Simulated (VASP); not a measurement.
Runs of VASP 6.6.1 on BaO. The structure is that of space group Fm-3m (No. 225), or close to it. The cells are those of the table. 

```tsv
task	cell	k mesh	smearing	gap on the mesh (eV)	pressure (GPa)
relaxation of cell and atoms	relaxed from a = 3.917 Å, angles 60.0°, 2 atoms	8 × 8 × 8	gaussian 0.02 eV	(a)	0.0
single point	a = 3.882 Å, angles 60.0°, 2 atoms	8 × 8 × 8	gaussian 0.01 eV	1.77	1.8
single point	a = 3.882 Å, angles 60.0°, 2 atoms	8 × 8 × 8	gaussian 0.02 eV	1.77	1.8
single point	a = 3.917 Å, angles 60.0°, 2 atoms	6 × 6 × 6	gaussian 0.1 eV	1.87	-0.3
```

Alike in all rows: level PBEsol; potentials or basis VASP PAW PBE potentials, release 64 (Ba_sv, O); no spin polarisation; cutoff (eV) 600.

Fill in the values left out.

(a) 1.86.

Caveats: the PAW data sets were made with another functional, which shifts forces and pressure a little; spin-orbit coupling is left out, which moves the levels of the heavy elements.

A k mesh can miss the band edges, and the runs leave out spin-orbit coupling on Ba.
